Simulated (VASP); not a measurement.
# MgO in VASP: further runs

Runs on MgO. Level: HSE06. Tasks: single point.

Everything below comes from runs of VASP 6.6.1. Logs are shortened: lines on timing, memory, paths and dates and some standing lists are left out, and cuts for length are marked.

### Step 1. The cell of the first run

Symmetry: R-3m, No. 166, trigonal system. The conventional cell has a = 3.710 Å, b = 3.710 Å, c = 4.493 Å, α = 90.00°, β = 90.00°, γ = 120.00°. Mg (site symmetry -3m) has 8 O at 2.25 to 2.27 Å and 6 Mg at 2.61 Å within 3.0 Å. Within 3.0 Å of O (site symmetry -3m) lie 8 Mg at 2.25 to 2.27 Å and 6 O at 2.61 Å.

### Step 2. Single point, HSE06 (strain along [111] -1.1%)

File POSCAR:

```
MgO
1.0
    2.6136427367     -0.0097063918     -0.0097063918
   -0.0097063918      2.6136427367     -0.0097063918
   -0.0097063918     -0.0097063918      2.6136427367
Mg O
1 1
Direct
    0.0000000000      0.0000000000      0.0000000000
    0.5000000000      0.5000000000      0.5000000000
```

File INCAR.step1:

```
SYSTEM = MgO
PREC = Accurate
ENCUT = 520
EDIFF = 1E-5
ISMEAR = 0
SIGMA = 0.01
LREAL = .FALSE.
LASPH = .TRUE.
NELM = 100
ALGO = Normal
ISIF = 2
LWAVE = .TRUE.
LCHARG = .FALSE.
NBANDS = 11
GGA = PE
```

File INCAR.step2:

```
SYSTEM = MgO
PREC = Accurate
ENCUT = 520
EDIFF = 1E-7
ISMEAR = 0
SIGMA = 0.01
LREAL = .FALSE.
LASPH = .TRUE.
NELM = 100
ALGO = Normal
ISIF = 2
LWAVE = .FALSE.
LCHARG = .FALSE.
GGA = PE
LHFCALC = .TRUE.
HFSCREEN = 0.2079
PRECFOCK = Normal
NBANDS = 11
ISTART = 1
```

File KPOINTS:

```
regular mesh
0
G
  6 6 6
  0 0 0
```

Potentials or basis: VASP PAW PBE potentials, release 64 (Mg, O).

On the command line:

```sh
cat potpaw_PBE.64/Mg/POTCAR potpaw_PBE.64/O/POTCAR > POTCAR
cp INCAR.step1 INCAR
mpirun -np 1 vasp_std > vasp.out
cp INCAR.step2 INCAR
mpirun -np 1 vasp_std > vasp.out
```

OUTCAR:

```text
SYSTEM = MgO
   PREC = Accurate
   ENCUT = 520
   EDIFF = 1E-7
   ISMEAR = 0
   LREAL = .FALSE.
   LASPH = .TRUE.
   NELM = 100
   ISIF = 2
   GGA = PE
   LHFCALC = .TRUE.
   HFSCREEN = 0.2079
   PRECFOCK = Normal
   ISTART = 1

 ion  position               nearest neighbor table
   1  0.000  0.000  0.000-   2 2.25   2 2.25   2 2.27   2 2.27   2 2.27   2 2.27   2 2.27   2 2.27

   2  0.500  0.500  0.500-   1 2.25   1 2.25   1 2.27   1 2.27   1 2.27   1 2.27   1 2.27   1 2.27

  LATTYP: Found a trigonal (rhomboedric) cell.
 ALAT       =     2.6136787835
 COS(alpha) =    -0.0074134853

  Lattice vectors:

 A1 = (   2.6136427367,  -0.0097063918,  -0.0097063918)
 A2 = (  -0.0097063918,   2.6136427367,  -0.0097063918)
 A3 = (  -0.0097063918,  -0.0097063918,   2.6136427367)

Analysis of symmetry for initial positions (statically):
=====================================================================
 Subroutine PRICEL returns:
 Original cell was already a primitive cell.

 Routine SETGRP: Setting up the symmetry group for a
 trigonal (rhombohedral) supercell.

 Subroutine GETGRP returns: Found 12 space group operations
 (whereof 12 operations were pure point group operations)
 out of a pool of 12 trial point group operations.

The static configuration has the point symmetry D_3d.

Analysis of symmetry for dynamics (positions and initial velocities):
=====================================================================
 Subroutine PRICEL returns:
 Original cell was already a primitive cell.

 Routine SETGRP: Setting up the symmetry group for a
 trigonal (rhombohedral) supercell.

 Subroutine GETGRP returns: Found 12 space group operations
 (whereof 12 operations were pure point group operations)
 out of a pool of 12 trial point group operations.

The dynamic configuration has the point symmetry D_3d.

 Subroutine INISYM returns: Found 12 space group operations
 (whereof 12 operations are pure point group operations),
 and found     1 'primitive' translations

----------------------------------------------------------------------------------------

                                     Primitive cell

  volume of cell :      17.8534

  direct lattice vectors                    reciprocal lattice vectors
     2.613642737 -0.009706392 -0.009706392     0.382618356  0.001426242  0.001426242
    -0.009706392  2.613642737 -0.009706392     0.001426242  0.382618356  0.001426242
    -0.009706392 -0.009706392  2.613642737     0.001426242  0.001426242  0.382618356

  length of vectors
[... 94 lines left out ...]
   NUPDOWN=      -1.0000    fix difference up-down
   EMIN   =  10.00;   EMAX   =-10.00  energy-range for DOS
   EFERMI =   0.00;   METHOD = LEGACY
   ISMEAR =     0;   SIGMA  =   0.01  broadening in eV -4-tet -1-fermi 0-gaus
   EFERMI_NEDOS =   21; number of points for ismear=-14 and -15
   IALGO  =     38    algorithm
   IMIX   =      1    mixing-type and parameters
     AMIX     =   0.40;   BMIX     =  1.00
     AMIX_MAG =   1.60;   BMIX_MAG =  1.00
  volume/ion in A,a.u.               =       8.93        60.24
  Fermi-wavevector in a.u.,A,eV,Ry     =   1.252751  2.367355 21.352765  1.569384
  Thomas-Fermi vector in A             =   2.386636
   LORBIT       =      0    0 simple, 1 ext, 2 COOP (PROOUT), +10 PAW based schemes
   GGA     = PE    functional components
   LHFCALC =     T    Hartree Fock is set to
   PRECFOCK=normal    Normal, Fast or Accurate (Low or Medium for compatibility)
   ENCUT4O =  -1.0   cutoff for four orbital integrals eV
   NKREDX  =     1    reduce k-point grid by
   NKREDY  =     1    reduce k-point grid by
   NKREDZ  =     1    reduce k-point grid by
   AEXX    =    0.2500 exact exchange contribution
   HFSCREEN=    0.2079 screening length (either q_TF or 0.3 A-1)
   HFSCREENC=   0.2079 screening length for correlation (either q_TF or 0.3 A-1)
   ENCUTFOCK=  -1.0 apply spherical cutoff to Coloumb kernel
   IVDW    =     0    specifies the selected vdW correction
   LEPSILON=     F    determine dielectric tensor
   LRPA    =     F    only Hartree local field effects (RPA)
 non-spin polarized calculation
 Gauss-broadening in eV      SIGMA  =   0.01
  energy-cutoff  :      520.00
  volume of cell :       17.85
 maximum number of plane-waves:       492
  NGX = 16; NGY = 16; NGZ = 16

 number of electron       8.0000001 magnetization

 Free energy of the ion-electron system (eV)
  ---------------------------------------------------
  ext. energy  EPLUGINS =         0.00000000
  ---------------------------------------------------
  free energy    TOTEN  =       -12.60441705 eV

  energy without entropy =      -12.60441705  energy(sigma->0) =      -12.60441705

 E-fermi :   4.1715     XC(G=0):  -9.3641

 val. band max:        4.1149566627   @ k =   0.5000   0.5000   0.0000
 cond. band min:       8.3679540293   @ k =   0.0000   0.0000   0.0000
 fundamental gap:      4.2529973667
 Fermi energy:         4.1715408209

 k-point     1 :       0.0000    0.0000    0.0000
  band No.  band energies     occupation
      1     -16.2293      2.00000
      2       2.9559      2.00000
      3       3.0209      2.00000
      4       3.0209      2.00000
      5       8.3680      0.00000
      6      16.3208      0.00000
      7      16.3208      0.00000
      8      27.0301      0.00000
      9      27.0302      0.00000
     10      27.2790      0.00000
     11      33.9572      0.00000
[... 309 lines left out ...]
 k-point    24 :      -0.3333    0.5000    0.1667
  band No.  band energies     occupation
      1     -14.0058      2.00000
      2      -1.3390      2.00000
      3       0.1389      2.00000
      4       2.7410      2.00000
      5      12.5450      0.00000
      6      16.5569      0.00000
      7      16.8124      0.00000
      8      22.1138      0.00000
      9      25.0622      0.00000
     10      25.4584      0.00000
     11      29.7294      0.00000

 [... further k-points ...]
[... 5 lines left out ...]
  --------------------------------------------------------------------------------------
  -------------------------------------------------------------------------------------
  Total        0.0700824      0.0700824      0.0700824     -0.0485136     -0.0485136     -0.0485136
  in kB        6.2892522      6.2892522      6.2892522     -4.3536496     -4.3536496     -4.3536496
  external PRESSURE =       6.2892522 kB  Pullay stress =       0.0000000 kB

 VOLUME and BASIS-vectors are now :
 -----------------------------------------------------------------------------
  energy-cutoff  :      520.00
  volume of cell :       17.85
      direct lattice vectors                 reciprocal lattice vectors
     2.613642737 -0.009706392 -0.009706392     0.382618356  0.001426242  0.001426242
    -0.009706392  2.613642737 -0.009706392     0.001426242  0.382618356  0.001426242
    -0.009706392 -0.009706392  2.613642737     0.001426242  0.001426242  0.382618356

 POSITION                                       TOTAL-FORCE (eV/Angst)
 -----------------------------------------------------------------------------------
      0.00000      0.00000      0.00000         0.000000     -0.000000      0.000000
      1.29711      1.29711      1.29711        -0.000000      0.000000      0.000000
 -----------------------------------------------------------------------------------
    total drift:                               -0.000300     -0.000412     -0.000298

  FREE ENERGIE OF THE ION-ELECTRON SYSTEM (eV)
  ---------------------------------------------------
  free  energy   TOTEN  =       -12.6044170491 eV

  energy  without entropy=      -12.6044170491  energy(sigma->0) =      -12.60441705
```

OUTCAR.step1:

```text
SYSTEM = MgO
   PREC = Accurate
   ENCUT = 520
   EDIFF = 1E-5
   ISMEAR = 0
   LREAL = .FALSE.
   LASPH = .TRUE.
[... 559 lines left out ...]
      0.00000      0.00000      0.00000        -0.000000     -0.000000      0.000000
      1.29711      1.29711      1.29711         0.000000      0.000000      0.000000
 -----------------------------------------------------------------------------------
    total drift:                                0.000000      0.000000      0.000000

  FREE ENERGIE OF THE ION-ELECTRON SYSTEM (eV)
  ---------------------------------------------------
  free  energy   TOTEN  =       -10.3784618869 eV

  energy  without entropy=      -10.3784618869  energy(sigma->0) =      -10.37846189
```

Run time: 13 min. Hardware: 1 thread of AMD EPYC 7R43 (Zen 3), shared host; peak memory 0.2 GiB.

Results:

```
Free energy            : -12.6044 eV
Pressure               : 0.6 GPa
Band gap on the k mesh : 4.25 eV, indirect (least direct gap 5.35 eV)
```

Levels at points of the mesh, in eV from the valence-band top:
| k point | band 2 | band 3 | band 4 | band 5 | band 6 | band 7 |
| --- | --- | --- | --- | --- | --- | --- |
| (0.00, 0.00, 0.00) | -1.16 | -1.09 | -1.09 | 4.25 | 12.21 | 12.21 |
| (0.50, 0.00, 0.00) | -7.09 | -0.65 | -0.60 | 8.92 | 11.74 | 16.57 |
| (0.50, 0.50, 0.00) | -5.21 | -5.15 | 0.00 | 6.61 | 14.49 | 14.63 |
| (0.50, 0.50, 0.50) | -4.04 | -4.04 | -4.00 | 9.16 | 9.16 | 9.40 |

Caveat: the cell differs from its parent crystal (strain along [111] -1.1%); the PAW data sets were made with another functional, which shifts forces and pressure a little.

### Step 3. Single point, HSE06 (uniaxial x strain -2.6%)

File POSCAR:

```
MgO
1.0
    2.5561913908      0.0000000000      0.0000000000
    0.0000000000      2.6233491285      0.0000000000
    0.0000000000      0.0000000000      2.6233491285
Mg O
1 1
Direct
    0.0000000000      0.0000000000      0.0000000000
    0.5000000000      0.5000000000      0.5000000000
```

File INCAR.step1:

```
SYSTEM = MgO
  PREC = Accurate
  ENCUT = 520
  EDIFF = 1E-5
  ISMEAR = 0
  SIGMA = 0.01
  LREAL = .FALSE.
  LASPH = .TRUE.
  NELM = 60
  ALGO = Normal
  ISIF = 2
  LWAVE = .TRUE.
  NBANDS = 11
  GGA = PE
```

File INCAR.step2:

```
SYSTEM = MgO
  PREC = Accurate
  ENCUT = 520
  EDIFF = 1E-7
  ISMEAR = 0
  SIGMA = 0.01
  LREAL = .FALSE.
  LASPH = .TRUE.
  NELM = 60
  ALGO = Normal
  ISIF = 2
  LWAVE = .FALSE.
  LCHARG = .TRUE.
  GGA = PE
  LHFCALC = .TRUE.
  HFSCREEN = 0.2079
  PRECFOCK = Normal
  LELF = .TRUE.
  LVHAR = .TRUE.
  NBANDS = 11
  ISTART = 1
```

File KPOINTS:

```
Automatic mesh
0
G
  6 6 6
  0 0 0
```

Potentials or basis: VASP PAW PBE potentials, release 64 (Mg, O).

On the command line:

```sh
cat potpaw_PBE.64/Mg/POTCAR potpaw_PBE.64/O/POTCAR > POTCAR
cp INCAR.step1 INCAR
mpirun -np 1 vasp_std > vasp.out
cp INCAR.step2 INCAR
mpirun -np 1 vasp_std > vasp.out
```

It took 15 min on 1 thread of AMD EPYC 7R43 (Zen 3), shared host; peak memory 0.21 GiB.

Results (log left out):

| Quantity | Value |
| --- | --- |
| Free energy | -12.5826 eV |
| Pressure | 3.2 GPa |
| Band gap on the k mesh | 4.21 eV, indirect (least direct gap 5.24 eV) |

Stress tensor (GPa, compression positive):
```
15.80  0.00  0.00
 0.00 -3.06  0.00
 0.00  0.00 -3.06
```

Levels at points of the mesh, in eV from the valence-band top:
| k point | band 1 | band 2 | band 3 | band 4 | band 5 | band 6 | band 7 | band 8 |
| --- | --- | --- | --- | --- | --- | --- | --- | --- |
| (0.00, 0.00, 0.00) | -20.62 | -1.44 | -1.44 | -1.03 | 4.21 | 11.81 | 12.36 | 22.82 |
| (0.50, 0.00, 0.00) | -19.16 | -7.27 | -0.87 | -0.87 | 8.69 | 11.90 | 16.50 | 19.15 |
| (0.00, 0.50, 0.00) | -19.30 | -7.40 | -0.95 | -0.58 | 8.97 | 11.64 | 16.50 | 19.47 |
| (0.50, 0.50, 0.00) | -18.23 | -5.44 | -5.35 | -0.24 | 6.64 | 14.30 | 14.73 | 15.13 |
| (0.00, 0.50, 0.50) | -18.37 | -5.50 | -5.50 | 0.00 | 6.24 | 14.65 | 14.65 | 15.90 |
| (0.50, 0.50, 0.50) | -17.32 | -4.33 | -4.23 | -4.23 | 9.01 | 9.21 | 9.21 | 18.88 |

Caveat: the cell differs from its parent crystal (uniaxial x strain -2.6%); the PAW data sets were made with another functional, which shifts forces and pressure a little. A k mesh can miss the band edges.
